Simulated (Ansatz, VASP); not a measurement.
C in VASP and in Ansatz

The input INCAR:

```
ALGO     = Normal         # electronic algorithm
EDIFF    = 1E-6           # SCF threshold, eV
ENCUT    = 520            # plane-wave cutoff, eV
GGA      = PE             # functional
ISIF     = 2              # what is computed and relaxed
ISMEAR   = 0              # smearing method
LASPH    = True           # aspherical terms in the spheres
LCHARG   = False          # write CHGCAR
LREAL    = False          # projectors in reciprocal space
LWAVE    = False          # write WAVECAR
NBANDS   = 16             # bands
NELM     = 100            # most SCF steps
PREC     = Accurate       # precision mode
SIGMA    = 0.15           # smearing width, eV
```

Contents of KPOINTS:

```
k-points
0
Gamma
  18 18 6
```

Contents of POSCAR:

```
C
1.0
    1.2332770792     -2.1360444277      0.0000000000
    1.2332770792      2.1360444277      0.0000000000
    0.0000000000      0.0000000000      8.7070252276
C
4
Direct
    0.0833329114      0.9166670886      0.7404973678
    0.5833329114      0.4166670886      0.2595026322
    0.9166670886      0.0833329114      0.2595026322
    0.4166670886      0.5833329114      0.7404973678
```

Input for Ansatz:

```yaml
crystal:
  lattice:
    - [1.2332770792, -2.1360444277, 0.0]
    - [1.2332770792, 2.1360444277, 0.0]
    - [0.0, 0.0, 8.7070252276]
  atoms:
    - { symbol: C, position: [0.0833329114, 0.9166670886, 0.7404973678] }
    - { symbol: C, position: [0.5833329114, 0.4166670886, 0.2595026322] }
    - { symbol: C, position: [0.9166670886, 0.0833329114, 0.2595026322] }
    - { symbol: C, position: [0.4166670886, 0.5833329114, 0.7404973678] }
basis:
  ecutwfc: 520.0
kpoints:
  mp_grid: { grid: [18, 18, 6] }
hamiltonian:
  xc: pbe
  pseudopotentials: { kind: paw, azcp: { folder: soft_1 } }
scf:
  occupations: { method: gaussian, width: 0.15 }
output:
  forces: true
  stress: true
  eigenvalues: true
```

Change from the starting cell: mode 1 frozen in at +0.000 Å and mode 6 at -0.085 Å (largest displacements).

Alike in both runs: task single point; functional PBE; k mesh 18 × 18 × 6; occupations gaussian, width 0.15 eV; no spin polarisation.

|  | VASP | Ansatz |
| --- | --- | --- |
| version | VASP 6.6.1 | Ansatz 0.2.0 |
| potentials or method | VASP PAW PBE potentials, release 64 (C), cutoff 520 eV | scalar-relativistic, plane waves, PAW |
| valence electrons in the cell | 16 | 16 |

VASP gave:

- gap on the k mesh at the Fermi level (eV): 0.02
- least direct gap on the mesh (eV): 0.02
- pressure (GPa): 0.3
- traceless stress, the component that is largest in VASP (GPa): -0.39

Estimate Ansatz's values.

gap on the k mesh at the Fermi level (eV): 0.02; least direct gap on the mesh (eV): 0.02; pressure (GPa): 0.0; traceless stress, the component that is largest in VASP (GPa): 0.02.

With one functional, cell and mesh, what is left measures potentials, basis and numerics.
